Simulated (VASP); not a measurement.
# Ti in VASP: further runs, part 2 of 2

VASP 6.6.1. The steps go on from the part before.

## (5) Single point, r2SCAN

File POSCAR:

```
Ti
1.0
   -1.6464700000      1.6464700000      1.6410000000
    1.6464700000     -1.6464700000      1.6410000000
    1.6355300000      1.6355300000     -1.6410000000
Ti
1
Direct
    0.0000000000      0.0000000000      0.0000000000
```

File INCAR.step1:

```
SYSTEM = Ti
ALGO = Normal ; EDIFF = 1E-4
ENCUT = 520 ; GGA = PE
ISMEAR = -1 ; LASPH = .TRUE.
LCHARG = .FALSE. ; LREAL = .FALSE.
LWAVE = .TRUE. ; NBANDS = 12
NELM = 60 ; PREC = Accurate
SIGMA = 0.1
```

File INCAR.step2:

```
SYSTEM = Ti
ALGO = Normal ; EDIFF = 1E-7
ENCUT = 520 ; ISIF = 2
ISMEAR = -1 ; ISTART = 1
LASPH = .TRUE. ; LCHARG = .FALSE.
LMIXTAU = .TRUE. ; LREAL = .FALSE.
LWAVE = .FALSE. ; METAGGA = R2SCAN
NBANDS = 12 ; NELM = 60
PREC = Accurate ; SIGMA = 0.1
```

File KPOINTS:

```
k-points
0
G
  15 15 15
  0 0 0
```

Potentials or basis: VASP PAW PBE potentials, release 64 (Ti_sv).

On the command line:

```
$ cat potpaw_PBE.64/Ti_sv/POTCAR > POTCAR
$ cp INCAR.step1 INCAR
$ mpirun -np 1 vasp_std > vasp.out
$ cp INCAR.step2 INCAR
$ mpirun -np 1 vasp_std > vasp.out
```

OUTCAR:

```text
SYSTEM = Ti
   EDIFF = 1E-7
   ENCUT = 520
   ISIF = 2
   ISMEAR = -1
   ISTART = 1
   LASPH = .TRUE.
   LREAL = .FALSE.
   METAGGA = R2SCAN
   NELM = 60
   PREC = Accurate

 ion  position               nearest neighbor table
   1  0.000  0.000  0.000-

  LATTYP: Found a face centered orthorhombic cell.
 ALAT       =     3.2820000000
 B/A-ratio  =     1.4094995172
 C/A-ratio  =     1.4189276076

  Lattice vectors:

 A1 = (  -0.0109400000,   3.2820000000,   0.0000000000)
 A2 = (  -1.6464700000,   1.6464700000,   1.6410000000)
 A3 = (   1.6355300000,   1.6355300000,   1.6410000000)

Analysis of symmetry for initial positions (statically):
=====================================================================
 Subroutine PRICEL returns:
 Original cell was already a primitive cell.

 Routine SETGRP: Setting up the symmetry group for a
 face centered orthorhombic supercell.

 Subroutine GETGRP returns: Found  8 space group operations
 (whereof  8 operations were pure point group operations)
 out of a pool of  8 trial point group operations.

The static configuration has the point symmetry D_2h.

Analysis of symmetry for dynamics (positions and initial velocities):
=====================================================================
 Subroutine PRICEL returns:
 Original cell was already a primitive cell.

 Routine SETGRP: Setting up the symmetry group for a
 face centered orthorhombic supercell.

 Subroutine GETGRP returns: Found  8 space group operations
 (whereof  8 operations were pure point group operations)
 out of a pool of  8 trial point group operations.

The dynamic configuration has the point symmetry D_2h.

 Subroutine INISYM returns: Found  8 space group operations
 (whereof  8 operations are pure point group operations),
 and found     1 'primitive' translations

----------------------------------------------------------------------------------------

                                     Primitive cell

  volume of cell :      17.6759

  direct lattice vectors                    reciprocal lattice vectors
    -1.646470000  1.646470000  1.641000000     0.001015652  0.304695646  0.304692261
     1.646470000 -1.646470000  1.641000000     0.304695646  0.001015652  0.304692261
     1.635530000  1.635530000 -1.641000000     0.305711298  0.305711298  0.000000000

  length of vectors
     2.848615088  2.848615088  2.835982680     0.430903518  0.430903518  0.432341064

  position of ions in fractional coordinates (direct lattice)
     0.000000000  0.000000000  0.000000000

  ion indices of the primitive-cell ions
   primitive index   ion index
                 1           1

----------------------------------------------------------------------------------------

 KPOINTS: k-points

Automatic generation of k-mesh.
 Grid dimensions read from file:
 generate k-points for:   15   15   15

 Generating k-lattice:

  Cartesian coordinates                     Fractional coordinates (reciprocal lattice)
     0.000067710  0.020313043  0.020312817     0.066666667  0.000000000 -0.000000000
     0.020313043  0.000067710  0.020312817     0.000000000  0.066666667 -0.000000000
     0.020380753  0.020380753  0.000000000     0.000000000  0.000000000  0.066666667

  Length of vectors
     0.028726901  0.028726901  0.028822738

  Shift w.r.t. Gamma in fractional coordinates (k-lattice)
     0.000000000  0.000000000  0.000000000

 Subroutine IBZKPT returns following result:
 ===========================================

 Found    512 irreducible k-points:

 Following reciprocal coordinates:
            Coordinates               Weight
  0.000000  0.000000  0.000000      1.000000
  0.066667  0.000000  0.000000      8.000000
  0.133333  0.000000  0.000000      8.000000
  0.200000  0.000000  0.000000      8.000000
  0.266667  0.000000  0.000000      8.000000
  0.333333  0.000000 -0.000000      8.000000
[... 16 lines left out ...]
  0.133333  0.133333  0.000000      4.000000
  0.200000  0.133333  0.000000      8.000000
 [... further k-points ...]
   k-points           NKPTS =    512   k-points in BZ     NKDIM =    512   number of bands    NBANDS=     12
   number of dos      NEDOS =    301   number of ions     NIONS =      1
   total plane-waves  NPLWV =  13824
   dimension x,y,z NGX =    24 NGY =   24 NGZ =   24
   dimension x,y,z NGXF=    48 NGYF=   48 NGZF=   48
   ions per type =               1
   NGX,Y,Z   is equivalent  to a cutoff of  14.01, 14.01, 14.07 a.u.
   NGXF,Y,Z  is equivalent  to a cutoff of  28.01, 28.01, 28.14 a.u.
 SYSTEM =  Ti
   PREC   = accura    normal or accurate (medium, high low for compatibility)
   ISTART =      1    job   : 0-new  1-cont  2-samecut
   ICHARG =      0    charge: 1-file 2-atom 10-const
   ISPIN  =      1    spin polarized calculation?
   LNONCOLLINEAR =      F non collinear calculations
   LSORBIT =      F    spin-orbit coupling
   LASPH  =      T    aspherical Exc in radial PAW
   ENCUT  =  520.0 eV  38.22 Ry    6.18 a.u.   5.30  5.30  5.27*2*pi/ulx,y,z
   NELM   =     60;   NELMIN=  2; NELMDL=  0     # of ELM steps
   EDIFF  = 0.1E-06   stopping-criterion for ELM
   LREAL  =      F    real-space projection
   EDIFFG = 0.1E-05   stopping-criterion for IOM
   NSW    =      0    number of steps for IOM
   IBRION =     -1    ionic relax: 0-MD 1-quasi-New 2-CG
   NFREE  =      0    steps in history (QN), initial steepest desc. (CG)
   ISIF   =      2    stress and relaxation
   ISYM   =      2    0-nonsym 1-usesym 2-fastsym
   POTIM  = 0.5000    time-step for ionic-motion
   TEBEG  =    0.0;   TEEND  =   0.0 temperature during run
   PSTRESS=    0.0 pullay stress
   NELECT =      12.0000    total number of electrons
   NUPDOWN=      -1.0000    fix difference up-down
   EMIN   =  10.00;   EMAX   =-10.00  energy-range for DOS
   EFERMI =   0.00;   METHOD = LEGACY
   ISMEAR =    -1;   SIGMA  =   0.10  broadening in eV -4-tet -1-fermi 0-gaus
   EFERMI_NEDOS =   21; number of points for ismear=-14 and -15
   IALGO  =     38    algorithm
   IMIX   =      4    mixing-type and parameters
     AMIX     =   0.40;   BMIX     =  1.00
     AMIX_MAG =   1.60;   BMIX_MAG =  1.00
  volume/ion in A,a.u.               =      17.68       119.28
  Fermi-wavevector in a.u.,A,eV,Ry     =   1.438826  2.718987 28.167057  2.070220
  Thomas-Fermi vector in A             =   2.557750
   LORBIT       =      0    0 simple, 1 ext, 2 COOP (PROOUT), +10 PAW based schemes
   METAGGA = R2SCAN    functional components
   LHFCALC =     F    Hartree Fock is set to
   AEXX    =    0.0000 exact exchange contribution
   IVDW    =     0    specifies the selected vdW correction
   LEPSILON=     F    determine dielectric tensor
   LRPA    =     F    only Hartree local field effects (RPA)
 non-spin polarized calculation
  energy-cutoff  :      520.00
  volume of cell :       17.68
 maximum number of plane-waves:       486
 NGX is ok and might be reduce to    24
   NGX = 11   NGY = 11   NGZ = 11

 number of electron      12.0000001 magnetization

 Free energy of the ion-electron system (eV)
  ---------------------------------------------------
  ext. energy  EPLUGINS =         0.00000000
  ---------------------------------------------------
  free energy    TOTEN  =       -12.84796649 eV

  energy without entropy =      -12.77267819  energy(sigma->0) =      -12.81032234

 E-fermi :   7.9400     XC(G=0): -12.3098

 val. band max:        7.9398574147   @ k =  -0.4667   0.2667   0.0000
 cond. band min:       7.9421001567   @ k =  -0.2667  -0.3333   0.0667
 fundamental gap:      0.0022427420
 Fermi energy:         7.9399772879

 k-point     1 :       0.0000    0.0000    0.0000
  band No.  band energies     occupation
      1     -51.0109      2.00000
      2     -25.8373      2.00000
      3     -25.8337      2.00000
      4     -25.8301      2.00000
      5       1.6349      2.00000
      6       9.0280      0.00004
      7       9.0615      0.00003
      8       9.0965      0.00002
      9      10.8054      0.00000
     10      10.8061      0.00000
     11      25.8311      0.00000
     12      25.9011      0.00000
[... 331 lines left out ...]
 k-point    24 :       0.2000    0.1333    0.0000
  band No.  band energies     occupation
      1     -50.9305      2.00000
      2     -26.2344      2.00000
      3     -25.9569      2.00000
      4     -25.8654      2.00000
      5       4.1743      2.00000
      6       8.0643      0.44769
      7       8.2141      0.12113
      8      10.3785      0.00000
      9      11.0063      0.00000
     10      11.1041      0.00000
     11      21.6388      0.00000
     12      22.7327      0.00000

 [... further k-points ...]
[... 5 lines left out ...]
  --------------------------------------------------------------------------------------
  -------------------------------------------------------------------------------------
  Total       -0.2326495     -0.2326495     -0.2322112      0.0307823     -0.0000000     -0.0000000
  in kB      -21.0878264    -21.0878264    -21.0480981      2.7901683     -0.0000000     -0.0000000
  external PRESSURE =     -21.0745836 kB  Pullay stress =       0.0000000 kB

 VOLUME and BASIS-vectors are now :
 -----------------------------------------------------------------------------
  energy-cutoff  :      520.00
  volume of cell :       17.68
      direct lattice vectors                 reciprocal lattice vectors
    -1.646470000  1.646470000  1.641000000     0.001015652  0.304695646  0.304692261
     1.646470000 -1.646470000  1.641000000     0.304695646  0.001015652  0.304692261
     1.635530000  1.635530000 -1.641000000     0.305711298  0.305711298  0.000000000

 POSITION                                       TOTAL-FORCE (eV/Angst)
 -----------------------------------------------------------------------------------
      0.00000      0.00000      0.00000         0.000000      0.000000      0.000000
 -----------------------------------------------------------------------------------
    total drift:                                0.000000      0.000000      0.000000

  FREE ENERGIE OF THE ION-ELECTRON SYSTEM (eV)
  ---------------------------------------------------
  free  energy   TOTEN  =       -12.8479664943 eV

  energy  without entropy=      -12.7726781864  energy(sigma->0) =      -12.81032234
```

It took 4.9 min on 1 thread of Intel Xeon Platinum 8488C (Sapphire Rapids), shared host; peak memory 0.22 GiB.

What came out:

```yaml
Free_energy: -12.8480 eV
Pressure: -2.1 GPa
Band_gap_on_the_k_mesh: zero (bands 6 and 7 overlap by 1.76 eV)
```

Caveat: the PAW data sets were made with another functional, which shifts forces and pressure a little.

## (6) Single point, r2SCAN

File POSCAR:

```
Ti
1.0
   -1.6355300000      1.6355300000      1.6410000000
    1.6355300000     -1.6355300000      1.6410000000
    1.6464700000      1.6464700000     -1.6410000000
Ti
1
Direct
    0.0000000000      0.0000000000      0.0000000000
```

File INCAR.step1:

```
SYSTEM = Ti
PREC = Accurate
ENCUT = 520
ISMEAR = -1
SIGMA = 0.1
LREAL = .FALSE.
LASPH = .TRUE.
NELM = 60
NBANDS = 12
GGA = PE
ALGO = Normal
EDIFF = 1E-4
LWAVE = .TRUE.
LCHARG = .FALSE.
```

File INCAR.step2:

```
SYSTEM = Ti
PREC = Accurate
ENCUT = 520
EDIFF = 1E-7
ISMEAR = -1
SIGMA = 0.1
LREAL = .FALSE.
LASPH = .TRUE.
NELM = 60
ALGO = Normal
ISIF = 2
LWAVE = .FALSE.
LCHARG = .FALSE.
METAGGA = R2SCAN
LMIXTAU = .TRUE.
NBANDS = 12
ISTART = 1
```

File KPOINTS:

```
regular mesh
0
G
  15 15 15
  0 0 0
```

Potentials or basis: VASP PAW PBE potentials, release 64 (Ti_sv).

On the command line:

```
$ cat potpaw_PBE.64/Ti_sv/POTCAR > POTCAR
$ cp INCAR.step1 INCAR
$ mpirun -np 1 vasp_std > vasp.out
$ cp INCAR.step2 INCAR
$ mpirun -np 1 vasp_std > vasp.out
```

Wall time 4.8 min (1 thread of Intel Xeon Platinum 8488C (Sapphire Rapids), shared host); peak memory 0.23 GiB.

Results (log left out):

```
Free energy            : -12.8480 eV
Pressure               : -2.1 GPa
Band gap on the k mesh : zero (bands 6 and 7 overlap by 1.76 eV)
```

Stress tensor (GPa, compression positive):
```
-2.11 -0.28  0.00
-0.28 -2.11  0.00
 0.00  0.00 -2.10
```

Levels at points of the mesh, in eV from the Fermi level:
```csv
k point,band 2,band 3,band 4,band 5,band 6,band 7,band 8,band 9,band 10,band 11
"(0.00, 0.00, 0.00)",-33.78,-33.77,-33.77,-6.31,1.09,1.12,1.16,2.87,2.87,17.89
```

Caveat: the PAW data sets were made with another functional, which shifts forces and pressure a little.

## (7) Summary

| cell | gap on the mesh (eV) | pressure (GPa) |
| --- | --- | --- |
| a = 2.842 Å, angles 109.5°, 1 atom | none | -2.2 |
| a = 2.861, b = 2.861, c = 2.823 Å, angles 109.5, 109.5, 110.0°, 1 atom | none | -2.2 |
| a = 2.855, b = 2.855, c = 2.830 Å, angles 109.5, 109.5, 109.8°, 1 atom | none | -2.2 |
| a = 2.849, b = 2.849, c = 2.836 Å, angles 109.5, 109.5, 109.7°, 1 atom | none | -2.1 |
| a = 2.836, b = 2.836, c = 2.849 Å, angles 109.5, 109.5, 109.3°, 1 atom | none | -2.1 |

Alike in all rows: task single point; level r2SCAN; potentials or basis VASP PAW PBE potentials, release 64 (Ti_sv); no spin polarisation; k mesh 15 × 15 × 15; cutoff (eV) 520; smearing fermi-dirac 0.1 eV.

Caveats: the PAW data sets were made with another functional, which shifts forces and pressure a little.

Absolute energies hang on the potentials; compare differences alone.
